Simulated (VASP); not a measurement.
# BaS (R-3m) in VASP: notebook, part 3 of 3

VASP 6.6.1. Earlier steps stand in the parts before.

## Step 6: Electric field gradients, PBE (equal xy, yz and zx shear strains of -2 %)

INCAR reads:

```
PREC     = Accurate       # precision mode
ENCUT    = 520            # plane-wave cutoff, eV
EDIFF    = 1E-8           # SCF threshold, eV
ISMEAR   = -1             # smearing method
SIGMA    = 0.02           # smearing width, eV
LREAL    = F              # projectors in reciprocal space
LASPH    = T              # aspherical terms in the spheres
NELM     = 100            # most SCF steps
ALGO     = Normal         # electronic algorithm
ISIF     = 2              # what is computed and relaxed
LWAVE    = F              # write WAVECAR
LCHARG   = F              # write CHGCAR
GGA      = PE             # functional
LEFG     = T            
NBANDS   = 15             # bands
```

KPOINTS reads:

```
Automatic mesh
0
Gamma
  8 8 8
```

POSCAR reads:

```
BaS
1.0
   -0.0638750000      3.1618125000      3.1618125000
    3.1618125000     -0.0638750000      3.1618125000
    3.1618125000      3.1618125000     -0.0638750000
Ba S
1 1
Direct
    0.0000000000      0.0000000000      0.0000000000
    0.5000000000      0.5000000000      0.5000000000
```

Potentials or basis: VASP PAW PBE potentials, release 64 (Ba_sv, S).

Launch:

```console
cat potpaw_PBE.64/Ba_sv/POTCAR potpaw_PBE.64/S/POTCAR > POTCAR
mpirun -np 1 vasp_std > vasp.out
```

OUTCAR:

```text
PREC = Accurate
   ENCUT = 520
   EDIFF = 1E-8
   ISMEAR = -1
   LREAL = F
   LASPH = T
   NELM = 100
   ISIF = 2
   GGA = PE

 ion  position               nearest neighbor table
   1  0.000  0.000  0.000-   2 3.19   2 3.19   2 3.19   2 3.19   2 3.19   2 3.19
   2  0.500  0.500  0.500-   1 3.19   1 3.19   1 3.19   1 3.19   1 3.19   1 3.19

  LATTYP: Found a trigonal (rhomboedric) cell.
 ALAT       =     4.4719343226
 COS(alpha) =     0.4797000918

  Lattice vectors:

 A1 = (  -0.0638750000,   3.1618125000,   3.1618125000)
[... 646 lines left out ...]
  free  energy   TOTEN  =       -10.1802412048 eV

  energy  without entropy=      -10.1802412048  energy(sigma->0) =      -10.18024120

 Electric field gradients (V/A^2)
---------------------------------------------------------------------
 ion       V_xx      V_yy      V_zz      V_xy      V_xz      V_yz
---------------------------------------------------------------------
   1       0.000    -0.000     0.000     7.129     7.129     7.129
   2      -0.000     0.000    -0.000    -1.337    -1.337    -1.337
---------------------------------------------------------------------

 Electric field gradients after diagonalization (V/A^2)
 (convention: |V_zz| > |V_xx| > |V_yy|)
----------------------------------------------------------------------
 ion       V_xx      V_yy      V_zz     asymmetry (V_yy - V_xx)/ V_zz
----------------------------------------------------------------------
   1      -7.129    -7.129    14.258       0.000
   2       1.337     1.337    -2.674       0.000
----------------------------------------------------------------------

           NMR quadrupolar parameters

 Cq : quadrupolar parameter    Cq=e*Q*V_zz/h
 eta: asymmetry parameters     (V_yy - V_xx)/ V_zz
 Q  : nuclear electric quadrupole moment in mb (millibarn)
----------------------------------------------------------------------
 ion       Cq(MHz)       eta       Q (mb)
----------------------------------------------------------------------
   1       0.034       0.000       1.000
   2      -0.006       0.000       1.000
----------------------------------------------------------------------
```

OSZICAR:

```text
N       E                     dE             d eps       ncg     rms          rms(c)
DAV:   1     0.818032665729E+02    0.81803E+02   -0.68223E+03  1950   0.923E+02
DAV:   2    -0.579539522170E+01   -0.87599E+02   -0.78678E+02  2667   0.168E+02
DAV:   3    -0.105628005768E+02   -0.47674E+01   -0.47342E+01  2678   0.412E+01
DAV:   4    -0.106593524015E+02   -0.96552E-01   -0.96532E-01  2415   0.595E+00
DAV:   5    -0.106617500917E+02   -0.23977E-02   -0.23976E-02  2760   0.791E-01    0.481E+00
DAV:   6    -0.101630383695E+02    0.49871E+00   -0.67700E-01  2272   0.496E+00    0.330E+00
DAV:   7    -0.101650789269E+02   -0.20406E-02   -0.18618E-01  2526   0.242E+00    0.212E+00
DAV:   8    -0.101788314541E+02   -0.13753E-01   -0.24551E-02  2216   0.113E+00    0.200E-01
DAV:   9    -0.101793041998E+02   -0.47275E-03   -0.32327E-03  2573   0.414E-01    0.147E-01
DAV:  10    -0.101801482831E+02   -0.84408E-03   -0.96629E-04  2090   0.209E-01    0.394E-02
DAV:  11    -0.101802384073E+02   -0.90124E-04   -0.11962E-04  2482   0.664E-02    0.118E-02
DAV:  12    -0.101802411578E+02   -0.27505E-05   -0.64077E-06  2258   0.167E-02    0.345E-03
DAV:  13    -0.101802410975E+02    0.60302E-07   -0.27595E-07  2638   0.331E-03    0.267E-03
DAV:  14    -0.101802412261E+02   -0.12861E-06   -0.32351E-08  2328   0.137E-03    0.385E-04
DAV:  15    -0.101802412109E+02    0.15220E-07   -0.11021E-08  2192   0.678E-04    0.476E-04
DAV:  16    -0.101802412048E+02    0.60991E-08   -0.12131E-09  1199   0.277E-04
   1 F= -.10180241E+02 E0= -.10180241E+02  d E =-.541803E-12
```

It took 63 s on 1 thread of Intel Xeon Platinum 8259CL at 2.50GHz (Skylake/Cascade Lake), shared host; peak memory 0.24 GiB.

Results:

* Free energy: -10.1802 eV
* Pressure: 1.4 GPa
* Band gap on the k mesh: 2.06 eV, indirect (least direct gap 2.21 eV)

Electric field gradients, principal values (V/Å²):
```
atom   least  middle  greatest (by size)
1 Ba  -7.129  -7.129              14.258
 2 S   1.337   1.337              -2.674
```

Caveat: the cell differs from its parent crystal (equal xy, yz and zx shear strains of -2 %); without QUAD_EFG the Cq values of the log hold for a quadrupole moment of 1 mb, not for the nuclei; spin-orbit coupling is left out, which moves the levels of the heavy elements.

## Step 7: Summary

| cell | gap on the mesh (eV) | pressure (GPa) |
| --- | --- | --- |
| a = 4.494 Å, angles 60.7°, 2 atoms | 2.08 | 1.4 |
| a = 4.562 Å, angles 58.7°, 2 atoms | 2.08 | 1.4 |
| a = 4.472 Å, angles 61.3°, 2 atoms | 2.06 | 1.4 |

Alike in all rows: task electric field gradients; level PBE; potentials or basis VASP PAW PBE potentials, release 64 (Ba_sv, S); no spin polarisation; k mesh 8 × 8 × 8; cutoff (eV) 520; smearing fermi-dirac 0.02 eV.

Caveats: spin-orbit coupling is left out, which moves the levels of the heavy elements.

Total energies depend on the potentials used, so only differences within one code and one set of settings carry meaning.
